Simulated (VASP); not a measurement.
A run of VASP 6.6.1:

File INCAR:

```
SYSTEM = Li7B
PREC = Accurate
ENCUT = 520
EDIFF = 1E-7
ISMEAR = 0
SIGMA = 0.1
LREAL = .FALSE.
LASPH = .TRUE.
NELM = 60
ALGO = Fast
ISIF = 2
LWAVE = .FALSE.
LCHARG = .FALSE.
GGA = PE
NBANDS = 22
```

KPOINTS

```
Automatic mesh
0
G
  4 4 4
  0 0 0
```

POSCAR

```
Li7B
1.0
   -2.8873890000      2.8873890000      2.8873890000
    2.8873890000     -2.8873890000      2.8873890000
    2.8873890000      2.8873890000     -2.8873890000
Li B
7 1
Direct
    0.5000000000      0.5000000000      0.5000000000
    0.0000000000      0.0000000000      0.5000000000
    0.0000000000      0.5000000000      0.0000000000
    0.5000000000      0.0000000000      0.0000000000
    0.0000000000      0.5000000000      0.5000000000
    0.5000000000      0.0000000000      0.5000000000
    0.5000000000      0.5000000000      0.0000000000
    0.0000000000      0.0000000000      0.0000000000
```

Potentials or basis: VASP PAW PBE potentials, release 64 (Li_sv, B).

Run with:

```bash
$ cat potpaw_PBE.64/Li_sv/POTCAR potpaw_PBE.64/B/POTCAR > POTCAR
$ mpirun -np 1 vasp_std > vasp.out
```

Hardware: 1 thread of Intel Xeon 8259CL (shared host).

Q: How long does it take, and how much memory?

A: It took 78 s on 1 thread of Intel Xeon 8259CL, on a shared host, peak memory 0.23 GiB. Counts: scf iterations 25, k points 8.
